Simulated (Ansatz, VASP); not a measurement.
**One calculation of GaAs, two programs**

Contents of INCAR:

```
ALGO = Normal
EDIFF = 1E-7
EDIFFG = -0.002
ENCUT = 500
GGA = PE
GGA_COMPAT = F
IBRION = 2
ISIF = 3
ISMEAR = 0
LASPH = T
LCHARG = F
LREAL = F
LWAVE = F
NELM = 120
NELMIN = 4
NSW = 100
PREC = Accurate
SIGMA = 0.02
```

File KPOINTS:

```
k-points
0
Gamma
  12 12 12
```

Contents of POSCAR:

```
GaAs
1.0
    0.0000000000      2.8350000000      2.8350000000
    2.8350000000      0.0000000000      2.8350000000
    2.8350000000      2.8350000000      0.0000000000
Ga As
1 1
Direct
    0.0000000000      0.0000000000      0.0000000000
    0.2500000000      0.2500000000      0.2500000000
```

Input for Ansatz:

```yaml
crystal:
  lattice:
    - [0.0, 2.835, 2.835]
    - [2.835, 0.0, 2.835]
    - [2.835, 2.835, 0.0]
  atoms:
    - { symbol: Ga, position: [0.0, 0.0, 0.0] }
    - { symbol: As, position: [0.25, 0.25, 0.25] }
basis:
  ecutwfc: 420
kpoints:
  mp_grid: { grid: [12, 12, 12] }
hamiltonian:
  xc: pbe
  pseudopotentials: { kind: paw, azcp: { folder: soft_1 } }
scf:
  occupations: { method: gaussian, width: 0.02 }
output:
  forces: true
  stress: true
  eigenvalues: true
  write_density: true
  write_potential: true
  elf: true
  volumetric_format: npy
relax:
  adjacent_minimum: "off"
  f_tol: 0.002
  max_steps: 80
  cell: { stress_tol: 0.02 }
```

Alike in both runs: task relaxation of cell and atoms; functional PBE; k mesh 12 × 12 × 12; occupations gaussian, width 0.02 eV; no spin polarisation.

|  | VASP | Ansatz |
| --- | --- | --- |
| version | VASP 6.6.1 | Ansatz 0.2.0 |
| potentials or method | VASP PAW PBE potentials, release 64 (Ga_d, As), cutoff 500 eV | scalar-relativistic, plane waves, PAW |
| valence electrons in the cell | 18 | 28 |

VASP gave:

```
gap on the k mesh at the Fermi level, each at its own relaxed structure (eV) : 0.15
relaxed volume (Å³/atom)                                                     : 23.76
relaxed cell length with the largest relative difference (Å)                 : 4.066
```

Which values does Ansatz return?

gap on the k mesh at the Fermi level, each at its own relaxed structure (eV): 0.16; relaxed volume (Å³/atom): 23.71; relaxed cell length with the largest relative difference (Å): 4.063.

VASP's potentials hold 18 valence electrons a cell and Ansatz's 28, so a difference there can come from the potentials and not from the codes.
